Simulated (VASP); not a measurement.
# La: single point with PBE

The system is La.

```
La
1.0
     3.77000    0.00000    0.00000
    -1.88500    3.26492    0.00000
     0.00000    0.00000   12.15900
La
4
Direct
  0.00000 0.00000 0.00000
  0.00000 0.00000 0.50000
  0.33333 0.66667 0.75000
  0.66667 0.33333 0.25000
```

```yaml
Program: VASP 6.6.1
Task: single point
Functional: PBE
Potentials_or_basis: VASP PAW PBE potentials, release 64 (La)
Cutoff: 520 eV
k_mesh: 11 × 11 × 3
Occupations: fermi-dirac, width 0.03 eV
Spin: no spin polarisation
Dipole_correction: no
k_mesh_for_the_DOS: 17 × 17 × 5
Occupations_for_the_DOS: tetrahedron
Further_INCAR_settings: ALGO = Normal; EDIFF = 1e-07
```

| Property | Result |
| --- | --- |
| Valence electrons inside the program's atomic spheres | La 8.59, 8.58 (each value once) |

Levels at points of the mesh, in eV from the Fermi level:
| k point | band 20 | band 21 | band 22 | band 23 | band 24 | band 25 |
| --- | --- | --- | --- | --- | --- | --- |
| (0.00, 0.00, 0.00) | -1.76 | 0.47 | 0.59 | 1.23 | 1.25 | 1.27 |

It took 5.9 min on 1 thread of Intel(R) Xeon(R) 6975P-C (Granite Rapids), with other jobs on the host, peak memory 0.48 GiB.

Caveat: spin-orbit coupling is left out, which moves the levels of the heavy elements.
